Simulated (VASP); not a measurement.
Here is a VASP 6.6.1 calculation.

File INCAR:

```
PREC     = Accurate       # precision mode
ENCUT    = 520            # plane-wave cutoff, eV
EDIFF    = 1E-6           # SCF threshold, eV
ISMEAR   = -1             # smearing method
SIGMA    = 0.04           # smearing width, eV
LREAL    = F              # projectors in reciprocal space
LASPH    = T              # aspherical terms in the spheres
NELM     = 60             # most SCF steps
ALGO     = Normal         # electronic algorithm
ISIF     = 2              # what is computed and relaxed
LWAVE    = F              # write WAVECAR
LCHARG   = F              # write CHGCAR
GGA      = PE             # functional
NBANDS   = 26             # bands
```

The input KPOINTS:

```
Automatic mesh
0
Gamma
  3 3 2
```

File POSCAR:

```
CdSe
1.0
    4.3000000000      0.0000000000      0.0000000000
   -2.1500000000      3.7239092363      0.0000000000
    0.0000000000      0.0000000000      7.0200000000
Cd Se
2 2
Direct
    0.6666666667      0.3333333333      0.5000000000
    0.3333333333      0.6666666667      0.0000000000
    0.6666666667      0.3333333333      0.8850000000
    0.3333333333      0.6666666667      0.3850000000
```

Potentials or basis: VASP PAW PBE potentials, release 64 (Cd, Se).

Launch:

```bash
$ cat potpaw_PBE.64/Cd/POTCAR potpaw_PBE.64/Se/POTCAR > POTCAR
$ mpirun -np 1 vasp_std > vasp.out
```

Question: Estimate the pressure.

Answer: 3.7 GPa.

Question: Predict the band gap on the k mesh.

Answer: 0.68 eV, direct.

Stress tensor (GPa, compression positive):
```
4.78 0.00 0.00
0.00 4.78 0.00
0.00 0.00 1.64
```

Caveat: the k points lie up to 0.56 Å⁻¹ apart.
